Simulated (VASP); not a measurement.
# CaSe (I4mm) in VASP: notebook

Runs on CaSe. Level: PBEsol. Tasks: single point.

All numbers are computed with VASP 6.6.1; they aren't measurements. Logs are shortened: lines on timing, memory, paths and dates and some standing lists are left out, and cuts for length are marked.

## (1) The cell of the first run

It takes space group I4mm (No. 107, tetragonal). The conventional cell has a = 4.201 Å, b = 4.201 Å, c = 5.940 Å, α = 90.00°, β = 90.00°, γ = 90.00°. Ca (site symmetry 4mm) has 6 Se at 2.67 to 3.27 Å within 3.5 Å. Within 3.5 Å of Se (site symmetry 4mm) lie 6 Ca at 2.67 to 3.27 Å.

## (2) Single point, PBEsol (shortest bond scaled by 1.1)

Contents of INCAR:

```
SYSTEM = CaSe
ALGO = Normal ; EDIFF = 1E-6
ENCUT = 520 ; GGA = PS
ISIF = 2 ; ISMEAR = -1
LASPH = .True. ; LCHARG = .True.
LELF = .True. ; LREAL = .False.
LVHAR = .True. ; LWAVE = .False.
NBANDS = 15 ; NELM = 100
PREC = Accurate ; SIGMA = 0.03
```

Contents of KPOINTS:

```
k-points
0
Gamma
  7 7 7
  0 0 0
```

Contents of POSCAR:

```
CaSe
1.0
    0.0000000000      2.9702381052      2.9702381052
    2.9702381052      0.0000000000      2.9702381052
    2.9702381052      2.9702381052      0.0000000000
Ca Se
1 1
Direct
    0.0250000000      0.0250000000     -0.0250000000
    0.4750000000      0.4750000000      0.5250000000
```

Potentials or basis: VASP PAW PBE potentials, release 64 (Ca_sv, Se).

Launch:

```console
> cat potpaw_PBE.64/Ca_sv/POTCAR potpaw_PBE.64/Se/POTCAR > POTCAR
> mpirun -np 1 vasp_std > vasp.out
```

OUTCAR:

```text
SYSTEM = CaSe
   EDIFF = 1E-6
   ENCUT = 520
   GGA = PS
   ISIF = 2
   ISMEAR = -1
   LASPH = .True.
   LREAL = .False.
   NELM = 100
   PREC = Accurate

 ion  position               nearest neighbor table
   1  0.025  0.025  0.975-   2 2.67
   2  0.475  0.475  0.525-   1 2.67

  LATTYP: Found a face centered cubic cell.
 ALAT       =     5.9404762104

  Lattice vectors:

 A1 = (   0.0000000000,   2.9702381052,   2.9702381052)
 A2 = (   2.9702381052,   0.0000000000,   2.9702381052)
 A3 = (   2.9702381052,   2.9702381052,   0.0000000000)

Analysis of symmetry for initial positions (statically):
=====================================================================
 Subroutine PRICEL returns:
 Original cell was already a primitive cell.

 Routine SETGRP: Setting up the symmetry group for a
 face centered cubic supercell.

 Subroutine GETGRP returns: Found  8 space group operations
 (whereof  8 operations were pure point group operations)
 out of a pool of 48 trial point group operations.

The static configuration has the point symmetry C_4v.

Analysis of symmetry for dynamics (positions and initial velocities):
=====================================================================
 Subroutine PRICEL returns:
 Original cell was already a primitive cell.

 Routine SETGRP: Setting up the symmetry group for a
 face centered cubic supercell.

 Subroutine GETGRP returns: Found  8 space group operations
 (whereof  8 operations were pure point group operations)
 out of a pool of 48 trial point group operations.

The dynamic configuration has the point symmetry C_4v.

 Subroutine INISYM returns: Found  8 space group operations
 (whereof  8 operations are pure point group operations),
 and found     1 'primitive' translations

----------------------------------------------------------------------------------------

                                     Primitive cell

  volume of cell :      52.4087

  direct lattice vectors                    reciprocal lattice vectors
     0.000000000  2.970238105  2.970238105    -0.168336673  0.168336673  0.168336673
     2.970238105  0.000000000  2.970238105     0.168336673 -0.168336673  0.168336673
     2.970238105  2.970238105  0.000000000     0.168336673  0.168336673 -0.168336673

  length of vectors
     4.200551012  4.200551012  4.200551012     0.291567670  0.291567670  0.291567670

  position of ions in fractional coordinates (direct lattice)
     0.025000000  0.025000000  0.975000000
     0.475000000  0.475000000  0.525000000

  ion indices of the primitive-cell ions
   primitive index   ion index
                 1           1
                 2           2

----------------------------------------------------------------------------------------

 KPOINTS: k-points

Automatic generation of k-mesh.
 Grid dimensions read from file:
 generate k-points for:    7    7    7

 Generating k-lattice:

  Cartesian coordinates                     Fractional coordinates (reciprocal lattice)
    -0.024048096  0.024048096  0.024048096     0.142857143  0.000000000  0.000000000
     0.024048096 -0.024048096  0.024048096     0.000000000  0.142857143  0.000000000
     0.024048096  0.024048096 -0.024048096     0.000000000  0.000000000  0.142857143

  Length of vectors
     0.041652524  0.041652524  0.041652524

  Shift w.r.t. Gamma in fractional coordinates (k-lattice)
     0.000000000  0.000000000  0.000000000

 Subroutine IBZKPT returns following result:
 ===========================================

 Found     40 irreducible k-points:

 Following reciprocal coordinates:
            Coordinates               Weight
  0.000000  0.000000  0.000000      1.000000
  0.142857  0.000000  0.000000      8.000000
  0.285714  0.000000  0.000000      8.000000
  0.428571  0.000000  0.000000      8.000000
  0.142857  0.142857  0.000000      2.000000
  0.000000  0.142857  0.142857      4.000000
[... 16 lines left out ...]
 -0.285714  0.285714  0.000000      4.000000
  0.000000 -0.285714  0.285714      8.000000
 [... further k-points ...]
   k-points           NKPTS =     40   k-points in BZ     NKDIM =     40   number of bands    NBANDS=     15
   number of dos      NEDOS =    301   number of ions     NIONS =      2
   total plane-waves  NPLWV =  32768
   dimension x,y,z NGX =    32 NGY =   32 NGZ =   32
   dimension x,y,z NGXF=    64 NGYF=   64 NGZF=   64
   ions per type =               1   1
   NGX,Y,Z   is equivalent  to a cutoff of  12.66, 12.66, 12.66 a.u.
   NGXF,Y,Z  is equivalent  to a cutoff of  25.33, 25.33, 25.33 a.u.
 SYSTEM =  CaSe
   PREC   = accura    normal or accurate (medium, high low for compatibility)
   ISTART =      0    job   : 0-new  1-cont  2-samecut
   ICHARG =      2    charge: 1-file 2-atom 10-const
   ISPIN  =      1    spin polarized calculation?
   LNONCOLLINEAR =      F non collinear calculations
   LSORBIT =      F    spin-orbit coupling
   LASPH  =      T    aspherical Exc in radial PAW
   ENCUT  =  520.0 eV  38.22 Ry    6.18 a.u.   7.81  7.81  7.81*2*pi/ulx,y,z
   NELM   =    100;   NELMIN=  2; NELMDL= -5     # of ELM steps
   EDIFF  = 0.1E-05   stopping-criterion for ELM
   LREAL  =      F    real-space projection
   EDIFFG = 0.1E-04   stopping-criterion for IOM
   NSW    =      0    number of steps for IOM
   IBRION =     -1    ionic relax: 0-MD 1-quasi-New 2-CG
   NFREE  =      0    steps in history (QN), initial steepest desc. (CG)
   ISIF   =      2    stress and relaxation
   ISYM   =      2    0-nonsym 1-usesym 2-fastsym
   POTIM  = 0.5000    time-step for ionic-motion
   TEBEG  =    0.0;   TEEND  =   0.0 temperature during run
   PSTRESS=    0.0 pullay stress
   NELECT =      16.0000    total number of electrons
   NUPDOWN=      -1.0000    fix difference up-down
   EMIN   =  10.00;   EMAX   =-10.00  energy-range for DOS
   EFERMI =   0.00;   METHOD = LEGACY
   ISMEAR =    -1;   SIGMA  =   0.03  broadening in eV -4-tet -1-fermi 0-gaus
   EFERMI_NEDOS =   21; number of points for ismear=-14 and -15
   IALGO  =     38    algorithm
   IMIX   =      4    mixing-type and parameters
     AMIX     =   0.40;   BMIX     =  1.00
     AMIX_MAG =   1.60;   BMIX_MAG =  1.00
  volume/ion in A,a.u.               =      26.20       176.84
  Fermi-wavevector in a.u.,A,eV,Ry     =   1.102335  2.083111 16.533014  1.215142
  Thomas-Fermi vector in A             =   2.238776
   LORBIT       =      0    0 simple, 1 ext, 2 COOP (PROOUT), +10 PAW based schemes
   GGA     = PS    functional components
   LHFCALC =     F    Hartree Fock is set to
   AEXX    =    0.0000 exact exchange contribution
   IVDW    =     0    specifies the selected vdW correction
   LEPSILON=     F    determine dielectric tensor
   LRPA    =     F    only Hartree local field effects (RPA)
 non-spin polarized calculation
  energy-cutoff  :      520.00
  volume of cell :       52.41
 maximum number of plane-waves:      1420
   NGX = 15   NGY = 15   NGZ = 15

 number of electron      16.0000002 magnetization

 Free energy of the ion-electron system (eV)
  ---------------------------------------------------
  ext. energy  EPLUGINS =         0.00000000
  ---------------------------------------------------
  free energy    TOTEN  =        -9.92288466 eV

  energy without entropy =       -9.92288466  energy(sigma->0) =       -9.92288466

 E-fermi :   2.7054     XC(G=0):  -9.2543

 val. band max:        2.1067494763   @ k =   0.0000   0.0000   0.0000
 cond. band min:       4.2918790531   @ k =   0.4286   0.4286   0.0000
 fundamental gap:      2.1851295768
 Fermi energy:         2.7054186021

 k-point     1 :       0.0000    0.0000    0.0000
  band No.  band energies     occupation
      1     -37.2682      2.00000
      2     -18.3711      2.00000
      3     -18.3447      2.00000
      4     -18.3447      2.00000
      5      -9.5375      2.00000
      6       2.0545      2.00000
      7       2.1067      2.00000
      8       2.1067      2.00000
      9       5.3346      0.00000
     10       5.9721      0.00000
     11       6.1338      0.00000
     12       6.1338      0.00000
     13       6.5508      0.00000
     14       6.9172      0.00000
     15      11.5343      0.00000

 k-point     2 :       0.1429    0.0000    0.0000
  band No.  band energies     occupation
      1     -37.2669      2.00000
      2     -18.3851      2.00000
      3     -18.3546      2.00000
      4     -18.3464      2.00000
      5      -9.4213      2.00000
      6       1.1700      2.00000
      7       1.8635      2.00000
      8       1.8933      2.00000
      9       5.7349      0.00000
     10       6.1360      0.00000
     11       6.2105      0.00000
     12       6.6266      0.00000
     13       7.1940      0.00000
     14       7.5551      0.00000
     15      11.8139      0.00000

 k-point     3 :       0.2857    0.0000    0.0000
  band No.  band energies     occupation
      1     -37.2641      2.00000
      2     -18.4299      2.00000
      3     -18.3626      2.00000
      4     -18.3501      2.00000
      5      -9.1445      2.00000
      6      -0.1118      2.00000
      7       1.4157      2.00000
      8       1.4365      2.00000
      9       5.8578      0.00000
     10       6.7543      0.00000
     11       6.7734      0.00000
     12       8.0196      0.00000
     13       8.3560      0.00000
     14       8.6017      0.00000
     15      11.4196      0.00000

 k-point     4 :       0.4286    0.0000    0.0000
  band No.  band energies     occupation
      1     -37.2618      2.00000
      2     -18.4678      2.00000
      3     -18.3662      2.00000
      4     -18.3531      2.00000
      5      -8.9029      2.00000
      6      -0.9147      2.00000
      7       1.1195      2.00000
      8       1.1331      2.00000
      9       6.2970      0.00000
     10       7.4732      0.00000
     11       7.5269      0.00000
     12       7.8904      0.00000
     13       9.1736      0.00000
     14       9.4912      0.00000
     15      10.8449      0.00000
[... 307 lines left out ...]
 k-point    22 :       0.0000   -0.4286    0.2857
  band No.  band energies     occupation
      1     -37.2598      2.00000
      2     -18.4395      2.00000
      3     -18.3992      2.00000
      4     -18.3730      2.00000
      5      -8.8864      2.00000
      6      -0.3012      2.00000
      7       0.3653      2.00000
      8       1.1222      2.00000
      9       5.7526      0.00000
     10       7.6991      0.00000
     11       7.8326      0.00000
     12       8.1689      0.00000
     13       8.5195      0.00000
     14       8.8070      0.00000
     15      10.7999      0.00000

 k-point    23 :      -0.2857    0.2857    0.0000
  band No.  band energies     occupation
      1     -37.2605      2.00000
      2     -18.4363      2.00000
      3     -18.4092      2.00000
      4     -18.3579      2.00000
      5      -8.9021      2.00000
      6      -0.4068      2.00000
      7       0.5667      2.00000
      8       1.0963      2.00000
      9       6.3931      0.00000
     10       7.0397      0.00000
     11       7.2596      0.00000
     12       8.1090      0.00000
     13       9.0120      0.00000
     14       9.3709      0.00000
     15      10.9618      0.00000

 k-point    24 :       0.0000   -0.2857    0.2857
  band No.  band energies     occupation
      1     -37.2606      2.00000
      2     -18.4450      2.00000
      3     -18.3911      2.00000
      4     -18.3664      2.00000
      5      -8.8967      2.00000
      6      -0.3923      2.00000
      7       0.4532      2.00000
      8       1.0817      2.00000
      9       6.8704      0.00000
     10       7.1564      0.00000
     11       7.4951      0.00000
     12       7.5492      0.00000
     13       8.6832      0.00000
     14       9.6998      0.00000
     15      11.1064      0.00000

 [... further k-points ...]
[... 5 lines left out ...]
  --------------------------------------------------------------------------------------
  -------------------------------------------------------------------------------------
  Total       -0.6175104     -0.6175104      1.2445380      0.0000000     -0.0000000      0.0000000
  in kB      -18.8777865    -18.8777865     38.0465221      0.0000000     -0.0000000      0.0000000
  external PRESSURE =       0.0969830 kB  Pullay stress =       0.0000000 kB

 VOLUME and BASIS-vectors are now :
 -----------------------------------------------------------------------------
  energy-cutoff  :      520.00
  volume of cell :       52.41
      direct lattice vectors                 reciprocal lattice vectors
     0.000000000  2.970238105  2.970238105    -0.168336673  0.168336673  0.168336673
     2.970238105  0.000000000  2.970238105     0.168336673 -0.168336673  0.168336673
     2.970238105  2.970238105  0.000000000     0.168336673  0.168336673 -0.168336673

 POSITION                                       TOTAL-FORCE (eV/Angst)
 -----------------------------------------------------------------------------------
      2.97024      2.97024      0.14851         0.000000      0.000000     -1.097865
      2.97024      2.97024      2.82173         0.000000      0.000000      1.097865
 -----------------------------------------------------------------------------------
    total drift:                                0.000000      0.000000      0.000046

  FREE ENERGIE OF THE ION-ELECTRON SYSTEM (eV)
  ---------------------------------------------------
  free  energy   TOTEN  =        -9.9228846646 eV

  energy  without entropy=       -9.9228846646  energy(sigma->0) =       -9.92288466
```

Run time: 10 s. Hardware: 1 thread of Intel Xeon 6975P-C (Granite Rapids), shared host; peak memory 0.18 GiB.

What came out:

```
Free energy            : -9.9229 eV
Pressure               : 0.0 GPa
Largest force          : 1.098 eV/Å
Band gap on the k mesh : 2.19 eV, indirect (least direct gap 2.96 eV)
```

Forces on the atoms (eV/Å):
```
Ca   0.000  0.000 -1.098
Se   0.000  0.000  1.098
```

Caveat: the cell differs from its parent crystal (shortest bond scaled by 1.1); the PAW data sets were made with another functional, which shifts forces and pressure a little. A k mesh can miss the band edges.

[end of part 1 of 2]
